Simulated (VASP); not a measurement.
Crystal: CsCd.

```
Cs Cd
1.0
     4.14425    0.00000    0.00000
     0.00000    4.14425    0.00000
     0.00000    0.00000    4.14425
Cs Cd
1 1
Direct
  0.00000 0.00000 0.00000
  0.50000 0.50000 0.50000
```

- Program: VASP 6.6.1
- Task: relaxation of cell and atoms
- Functional: PBE
- Potentials or basis: VASP PAW PBE potentials, release 64 (Cs_sv, Cd)
- Cutoff: 600 eV
- k mesh: 4 × 4 × 4
- Occupations: gaussian, width 0.1 eV
- Spin: no spin polarisation

At the start: pressure 6.1 GPa; volume 35.59 Å³/atom.

Task: Where does the relaxation end?

Result: Over 4 steps the energy falls by 232.8 meV/atom and the volume is 52.03 Å³/atom (+46.2 %); space group Pm-3m (No. 221, to 0.05 Å).

The path:
```tsv
step	energy change (eV)	largest force (eV/Å)	pressure (GPa)	volume (Å³)
1	0.0000	0.0000	6.11	71.18
2	-0.3590	0.0000	2.15	86.08
3	-0.4554	0.0000	0.57	98.35
4	-0.4657	0.0000	0.05	104.06
```

Final structure:
```yaml
crystal:
  lattice:
    - [4.70355, 0.00000, 0.00000]
    - [0.00000, 4.70355, 0.00000]
    - [0.00000, 0.00000, 4.70355]
  atoms:
    - { symbol: Cs, position: [0.00000, 0.00000, 0.00000] }
    - { symbol: Cd, position: [0.50000, 0.50000, 0.50000] }
```

Caveat: the k points lie up to 0.33 Å⁻¹ apart in the final cell; the volume moved by over 15 % at a fixed basis, so the end points are rough.
